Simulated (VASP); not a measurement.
# TiN (Fm-3m) in VASP: single point with PBE

Aim: the single point of TiN with PBE.

Program: VASP 6.6.1. These are calculated values, not measurements. Logs are shortened: lines on timing, memory, paths and dates and some standing lists are left out, and cuts for length are marked.

## Step 1: The cell of the first run

It takes space group Fm-3m (No. 225, cubic). Conventional cell: a = 4.346 Å, b = 4.346 Å, c = 4.346 Å, α = 90.00°, β = 90.00°, γ = 90.00°. Within 2.9 Å of Ti (site symmetry m-3m) lie 6 N at 2.17 Å. N (site symmetry m-3m) has 6 Ti at 2.17 Å within 2.9 Å.

## Step 2: Single point, PBE

The input, INCAR:

```
SYSTEM = TiN
  PREC = Accurate
  ENCUT = 600
  EDIFF = 1E-6
  ISMEAR = -1
  SIGMA = 1.0
  LREAL = .FALSE.
  LASPH = .TRUE.
  NELM = 120
  ALGO = Normal
  ISIF = 2
  LWAVE = .FALSE.
  LCHARG = .FALSE.
  GGA = PE
  NBANDS = 16
  GGA_COMPAT = .FALSE.
```

The input, KPOINTS:

```
regular mesh
0
G
  16 16 16
  0 0 0
```

The input, POSCAR:

```
TiN
1.0
    0.0000000000      2.1728829374      2.1728829374
    2.1728829374      0.0000000000      2.1728829374
    2.1728829374      2.1728829374      0.0000000000
Ti N
1 1
Direct
    0.0000000000      0.0000000000      0.0000000000
    0.5000000000      0.5000000000      0.5000000000
```

Potentials or basis: VASP PAW PBE potentials, release 64 (Ti_sv, N).

Started as:

```bash
$ cat potpaw_PBE.64/Ti_sv/POTCAR potpaw_PBE.64/N/POTCAR > POTCAR
$ mpirun -np 1 vasp_std > vasp.out
```

OUTCAR:

```text
SYSTEM = TiN
   PREC = Accurate
   ENCUT = 600
   EDIFF = 1E-6
   ISMEAR = -1
   LREAL = .FALSE.
   LASPH = .TRUE.
   NELM = 120
   ISIF = 2
   GGA = PE

 ion  position               nearest neighbor table
   1  0.000  0.000  0.000-   2 2.17   2 2.17   2 2.17   2 2.17   2 2.17   2 2.17
   2  0.500  0.500  0.500-   1 2.17   1 2.17   1 2.17   1 2.17   1 2.17   1 2.17

  LATTYP: Found a face centered cubic cell.
 ALAT       =     4.3457658748

  Lattice vectors:

 A1 = (   0.0000000000,   2.1728829374,   2.1728829374)
 A2 = (   2.1728829374,   0.0000000000,   2.1728829374)
 A3 = (   2.1728829374,   2.1728829374,   0.0000000000)

Analysis of symmetry for initial positions (statically):
=====================================================================
 Subroutine PRICEL returns:
 Original cell was already a primitive cell.

 Routine SETGRP: Setting up the symmetry group for a
 face centered cubic supercell.

 Subroutine GETGRP returns: Found 48 space group operations
 (whereof 48 operations were pure point group operations)
 out of a pool of 48 trial point group operations.

The static configuration has the point symmetry O_h .

Analysis of symmetry for dynamics (positions and initial velocities):
=====================================================================
 Subroutine PRICEL returns:
 Original cell was already a primitive cell.

 Routine SETGRP: Setting up the symmetry group for a
 face centered cubic supercell.

 Subroutine GETGRP returns: Found 48 space group operations
 (whereof 48 operations were pure point group operations)
 out of a pool of 48 trial point group operations.

The dynamic configuration has the point symmetry O_h .

 Subroutine INISYM returns: Found 48 space group operations
 (whereof 48 operations are pure point group operations),
 and found     1 'primitive' translations

----------------------------------------------------------------------------------------

                                     Primitive cell

  volume of cell :      20.5182

  direct lattice vectors                    reciprocal lattice vectors
     0.000000000  2.172882937  2.172882937    -0.230109037  0.230109037  0.230109037
     2.172882937  0.000000000  2.172882937     0.230109037 -0.230109037  0.230109037
     2.172882937  2.172882937  0.000000000     0.230109037  0.230109037 -0.230109037

  length of vectors
     3.072920520  3.072920520  3.072920520     0.398560543  0.398560543  0.398560543

  position of ions in fractional coordinates (direct lattice)
     0.000000000  0.000000000  0.000000000
     0.500000000  0.500000000  0.500000000

  ion indices of the primitive-cell ions
   primitive index   ion index
                 1           1
                 2           2

----------------------------------------------------------------------------------------

 KPOINTS: regular mesh

Automatic generation of k-mesh.
 Grid dimensions read from file:
 generate k-points for:   16   16   16

 Generating k-lattice:

  Cartesian coordinates                     Fractional coordinates (reciprocal lattice)
    -0.014381815  0.014381815  0.014381815     0.062500000  0.000000000  0.000000000
     0.014381815 -0.014381815  0.014381815     0.000000000  0.062500000  0.000000000
     0.014381815  0.014381815 -0.014381815     0.000000000  0.000000000  0.062500000

  Length of vectors
     0.024910034  0.024910034  0.024910034

  Shift w.r.t. Gamma in fractional coordinates (k-lattice)
     0.000000000  0.000000000  0.000000000

 Subroutine IBZKPT returns following result:
 ===========================================

 Found    145 irreducible k-points:

 Following reciprocal coordinates:
            Coordinates               Weight
  0.000000  0.000000  0.000000      1.000000
  0.062500  0.000000  0.000000      8.000000
  0.125000  0.000000  0.000000      8.000000
  0.187500  0.000000  0.000000      8.000000
  0.250000  0.000000  0.000000      8.000000
  0.312500  0.000000  0.000000      8.000000
[... 16 lines left out ...]
 -0.125000  0.062500  0.000000     24.000000
 -0.062500  0.062500  0.000000     12.000000
 [... further k-points ...]
   k-points           NKPTS =    145   k-points in BZ     NKDIM =    145   number of bands    NBANDS=     16
   number of dos      NEDOS =    301   number of ions     NIONS =      2
   total plane-waves  NPLWV =  21952
   dimension x,y,z NGX =    28 NGY =   28 NGZ =   28
   dimension x,y,z NGXF=    56 NGYF=   56 NGZF=   56
   ions per type =               1   1
   NGX,Y,Z   is equivalent  to a cutoff of  15.15, 15.15, 15.15 a.u.
   NGXF,Y,Z  is equivalent  to a cutoff of  30.30, 30.30, 30.30 a.u.
 SYSTEM =  TiN
   PREC   = accura    normal or accurate (medium, high low for compatibility)
   ISTART =      0    job   : 0-new  1-cont  2-samecut
   ICHARG =      2    charge: 1-file 2-atom 10-const
   ISPIN  =      1    spin polarized calculation?
   LNONCOLLINEAR =      F non collinear calculations
   LSORBIT =      F    spin-orbit coupling
   LASPH  =      T    aspherical Exc in radial PAW
   ENCUT  =  600.0 eV  44.10 Ry    6.64 a.u.   6.14  6.14  6.14*2*pi/ulx,y,z
   NELM   =    120;   NELMIN=  2; NELMDL= -5     # of ELM steps
   EDIFF  = 0.1E-05   stopping-criterion for ELM
   LREAL  =      F    real-space projection
   EDIFFG = 0.1E-04   stopping-criterion for IOM
   NSW    =      0    number of steps for IOM
   IBRION =     -1    ionic relax: 0-MD 1-quasi-New 2-CG
   NFREE  =      0    steps in history (QN), initial steepest desc. (CG)
   ISIF   =      2    stress and relaxation
   ISYM   =      2    0-nonsym 1-usesym 2-fastsym
   POTIM  = 0.5000    time-step for ionic-motion
   TEBEG  =    0.0;   TEEND  =   0.0 temperature during run
   PSTRESS=    0.0 pullay stress
   NELECT =      17.0000    total number of electrons
   NUPDOWN=      -1.0000    fix difference up-down
   EMIN   =  10.00;   EMAX   =-10.00  energy-range for DOS
   EFERMI =   0.00;   METHOD = LEGACY
   ISMEAR =    -1;   SIGMA  =   1.00  broadening in eV -4-tet -1-fermi 0-gaus
   EFERMI_NEDOS =   21; number of points for ismear=-14 and -15
   IALGO  =     38    algorithm
   IMIX   =      4    mixing-type and parameters
     AMIX     =   0.40;   BMIX     =  1.00
     AMIX_MAG =   1.60;   BMIX_MAG =  1.00
  volume/ion in A,a.u.               =      10.26        69.23
  Fermi-wavevector in a.u.,A,eV,Ry     =   1.537605  2.905652 32.167294  2.364229
  Thomas-Fermi vector in A             =   2.644090
   LORBIT       =      0    0 simple, 1 ext, 2 COOP (PROOUT), +10 PAW based schemes
   GGA     = PE    functional components
   LHFCALC =     F    Hartree Fock is set to
   AEXX    =    0.0000 exact exchange contribution
   IVDW    =     0    specifies the selected vdW correction
   LEPSILON=     F    determine dielectric tensor
   LRPA    =     F    only Hartree local field effects (RPA)
 non-spin polarized calculation
  energy-cutoff  :      600.00
  volume of cell :       20.52
 maximum number of plane-waves:       701
 NGX is ok and might be reduce to    28
   NGX = 13   NGY = 13   NGZ = 13

 number of electron      17.0000001 magnetization

 Free energy of the ion-electron system (eV)
  ---------------------------------------------------
  ext. energy  EPLUGINS =         0.00000000
  ---------------------------------------------------
  free energy    TOTEN  =       -21.14179246 eV

  energy without entropy =      -17.97883337  energy(sigma->0) =      -19.56031291

 E-fermi :   9.9166     XC(G=0): -12.5829

 val. band max:        9.8889453860   @ k =   0.5000   0.3125   0.0625
 cond. band min:       9.9470365365   @ k =   0.4375   0.3125   0.1250
 fundamental gap:      0.0580911506
 Fermi energy:         9.9165916066

 k-point     1 :       0.0000    0.0000    0.0000
  band No.  band energies     occupation
      1     -47.0022      2.00000
      2     -23.0579      2.00000
      3     -23.0579      2.00000
      4     -23.0579      2.00000
      5      -6.1929      2.00000
      6       8.5030      1.60868
[... 8 lines left out ...]
     15      23.4167      0.00000
     16      29.4442      0.00000

 k-point     2 :       0.0625    0.0000    0.0000
  band No.  band energies     occupation
      1     -46.9995      2.00000
      2     -23.0781      2.00000
      3     -23.0596      2.00000
      4     -23.0596      2.00000
      5      -6.1250      2.00000
      6       8.1117      1.71749
[... 8 lines left out ...]
     15      23.4573      0.00000
     16      29.3384      0.00000

 k-point     3 :       0.1250    0.0000    0.0000
  band No.  band energies     occupation
      1     -46.9917      2.00000
      2     -23.1354      2.00000
      3     -23.0647      2.00000
      4     -23.0647      2.00000
      5      -5.9285      2.00000
      6       7.2555      1.86938
[... 8 lines left out ...]
     15      23.4698      0.00000
     16      28.9858      0.00000

 k-point     4 :       0.1875    0.0000    0.0000
  band No.  band energies     occupation
      1     -46.9801      2.00000
      2     -23.2199      2.00000
      3     -23.0721      2.00000
      4     -23.0721      2.00000
      5      -5.6221      2.00000
      6       6.2507      1.95011
[... 8 lines left out ...]
     15      23.2625      0.00000
     16      28.2771      0.00000

 k-point     5 :       0.2500    0.0000    0.0000
  band No.  band energies     occupation
      1     -46.9664      2.00000
      2     -23.3182      2.00000
      3     -23.0809      2.00000
      4     -23.0809      2.00000
      5      -5.2372      2.00000
      6       5.2429      1.98150
[... 8 lines left out ...]
     15      22.9000      0.00000
     16      27.2881      0.00000

 k-point     6 :       0.3125    0.0000    0.0000
  band No.  band energies     occupation
      1     -46.9526      2.00000
      2     -23.4148      2.00000
      3     -23.0897      2.00000
      4     -23.0897      2.00000
      5      -4.8185      2.00000
      6       4.3228      1.99259
[... 8 lines left out ...]
     15      22.7210      0.00001
     16      26.2307      0.00000

 k-point     7 :       0.3750    0.0000    0.0000
  band No.  band energies     occupation
      1     -46.9409      2.00000
      2     -23.4954      2.00000
      3     -23.0971      2.00000
      4     -23.0971      2.00000
      5      -4.4265      2.00000
      6       3.5689      1.99650
[... 8 lines left out ...]
     15      22.8918      0.00000
     16      25.3033      0.00000

 k-point     8 :       0.4375    0.0000    0.0000
  band No.  band energies     occupation
      1     -46.9330      2.00000
      2     -23.5488      2.00000
      3     -23.1020      2.00000
      4     -23.1020      2.00000
      5      -4.1381      2.00000
      6       3.0631      1.99789
[... 8 lines left out ...]
     15      23.1967      0.00000
     16      24.6637      0.00000

 k-point     9 :       0.5000    0.0000    0.0000
  band No.  band energies     occupation
      1     -46.9303      2.00000
      2     -23.5674      2.00000
      3     -23.1038      2.00000
      4     -23.1038      2.00000
      5      -4.0304      2.00000
      6       2.8828      1.99824
[... 8 lines left out ...]
     15      23.3390      0.00000
     16      24.4338      0.00000
[... 172 lines left out ...]
 k-point    19 :      -0.3750    0.0625    0.0000
  band No.  band energies     occupation
      1     -46.9365      2.00000
      2     -23.5107      2.00000
      3     -23.1176      2.00000
      4     -23.0964      2.00000
      5      -4.3198      2.00000
      6       3.4164      1.99700
[... 8 lines left out ...]
     15      22.9350      0.00000
     16      24.7604      0.00000

 k-point    20 :      -0.3125    0.0625    0.0000
  band No.  band energies     occupation
      1     -46.9469      2.00000
      2     -23.4404      2.00000
      3     -23.1128      2.00000
      4     -23.0871      2.00000
      5      -4.6695      2.00000
      6       4.0549      1.99432
[... 8 lines left out ...]
     15      22.7148      0.00001
     16      25.4464      0.00000

 k-point    21 :      -0.2500    0.0625    0.0000
  band No.  band energies     occupation
      1     -46.9600      2.00000
      2     -23.3509      2.00000
      3     -23.1046      2.00000
      4     -23.0773      2.00000
      5      -5.0707      2.00000
      6       4.8712      1.98720
[... 8 lines left out ...]
     15      22.8037      0.00001
     16      26.2838      0.00000

 k-point    22 :      -0.1875    0.0625    0.0000
  band No.  band energies     occupation
      1     -46.9737      2.00000
      2     -23.2554      2.00000
      3     -23.0941      2.00000
      4     -23.0684      2.00000
      5      -5.4591      2.00000
      6       5.7838      1.96843
[... 8 lines left out ...]
     15      23.1577      0.00000
     16      27.1512      0.00000

 k-point    23 :      -0.1250    0.0625    0.0000
  band No.  band energies     occupation
      1     -46.9860      2.00000
      2     -23.1688      2.00000
      3     -23.0826      2.00000
      4     -23.0620      2.00000
      5      -5.7859      2.00000
      6       6.7073      1.92237
[... 8 lines left out ...]
     15      23.4446      0.00000
     16      27.9759      0.00000

 k-point    24 :      -0.0625    0.0625    0.0000
  band No.  band energies     occupation
      1     -46.9951      2.00000
      2     -23.1062      2.00000
      3     -23.0705      2.00000
      4     -23.0589      2.00000
      5      -6.0155      2.00000
      6       7.5412      1.82986
[... 8 lines left out ...]
     15      23.4971      0.00000
     16      28.7320      0.00000

 [... further k-points ...]

------------------------ aborting loop because EDIFF is reached ----------------------------------------

  FORCE on cell =-STRESS in cart. coord.  units (eV):
  Direction    XX          YY          ZZ          XY          YZ          ZX
  --------------------------------------------------------------------------------------
  -------------------------------------------------------------------------------------
  Total        0.0367845      0.0367845      0.0367845      0.0000000     -0.0000000     -0.0000000
  in kB        2.8723467      2.8723467      2.8723467      0.0000000     -0.0000000     -0.0000000
  external PRESSURE =       2.8723467 kB  Pullay stress =       0.0000000 kB

 VOLUME and BASIS-vectors are now :
 -----------------------------------------------------------------------------
  energy-cutoff  :      600.00
  volume of cell :       20.52
      direct lattice vectors                 reciprocal lattice vectors
     0.000000000  2.172882937  2.172882937    -0.230109037  0.230109037  0.230109037
     2.172882937  0.000000000  2.172882937     0.230109037 -0.230109037  0.230109037
     2.172882937  2.172882937  0.000000000     0.230109037  0.230109037 -0.230109037

 POSITION                                       TOTAL-FORCE (eV/Angst)
 -----------------------------------------------------------------------------------
      0.00000      0.00000      0.00000         0.000000     -0.000000      0.000000
      2.17288      2.17288      2.17288         0.000000      0.000000     -0.000000
 -----------------------------------------------------------------------------------
    total drift:                                0.000000      0.000000      0.000000

  FREE ENERGIE OF THE ION-ELECTRON SYSTEM (eV)
  ---------------------------------------------------
  free  energy   TOTEN  =       -21.1417924559 eV

  energy  without entropy=      -17.9788333651  energy(sigma->0) =      -19.56031291
```

It took 58 s on 1 thread of Intel Xeon Platinum 8259CL at 2.50GHz (Skylake/Cascade Lake), shared host; peak memory 0.2 GiB.

Results:

- Free energy: -21.1418 eV
- Pressure: 0.3 GPa
- Band gap on the k mesh: zero (an odd number of electrons rules out a gap without spin polarisation)

Caveat: so wide a smearing shifts energies and pressures.
